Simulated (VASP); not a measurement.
Set up this calculation in VASP 6.6.1, as the native input.

```yaml
Task: single point
Functional: PBE
Potentials_or_basis: VASP PAW PBE potentials, release 64 (Co_sv, O)
Cutoff: 600 eV
k_mesh: 11 × 11 × 11
Occupations: fermi-dirac, width 0.05 eV
Spin: collinear spin, ferromagnetic start
Starting_moments: "[2.0, 0.0] μB"
Dipole_correction: no
Second_run: valence_matched
Further_INCAR_settings: ALGO = Normal; EDIFF = 1e-06; NBANDS = 22
```

The structure of CoO lies in POSCAR:

```
CoO
1.0
    1.5154398320      0.8749395950      2.4560858334
   -1.5154398320      0.8749395950      2.4560858334
    0.0000000000     -1.7498791900      2.4560858334
Co O
1 1
Direct
    0.0000000000      0.0000000000      0.0000000000
    0.5000000000      0.5000000000      0.5000000000
```

These files were run (other wordings do the same):

INCAR

```
SYSTEM = CoO
ALGO = Normal
EDIFF = 1E-6
ENCUT = 600
GGA = PE
GGA_COMPAT = .FALSE.
ISIF = 2
ISMEAR = -1
ISPIN = 2
LASPH = .TRUE.
LCHARG = .TRUE.
LELF = .TRUE.
LMAXMIX = 4
LORBIT = 11
LREAL = .FALSE.
LVHAR = .TRUE.
LWAVE = .FALSE.
MAGMOM = 2 0
NBANDS = 22
NELM = 200
PREC = Accurate
SIGMA = 0.05
```

KPOINTS

```
k-points
0
G
  11 11 11
  0 0 0
```

Potentials or basis: VASP PAW PBE potentials, release 64 (Co_sv, O).

Run with:

```bash
$ cat potpaw_PBE.64/Co_sv/POTCAR potpaw_PBE.64/O/POTCAR > POTCAR
$ mpirun -np 1 vasp_std > vasp.out
```

It gave:

```yaml
Pressure: -5.7 GPa
Net_moment: 2.94 μB per cell
Site_moments: Co +2.53; O +0.30 μB
Valence_electrons_inside_the_program's_atomic_spheres: Co 14.86; O 4.98
```

Caveat: a cell with one magnetic atom can't hold antiferromagnetic order, which such compounds often take.

Wall time 110 s on 1 thread of Intel(R) Xeon(R) Platinum 8375C CPU @ 2.90GHz (Ice Lake), with other jobs on the host, peak memory 0.23 GiB.
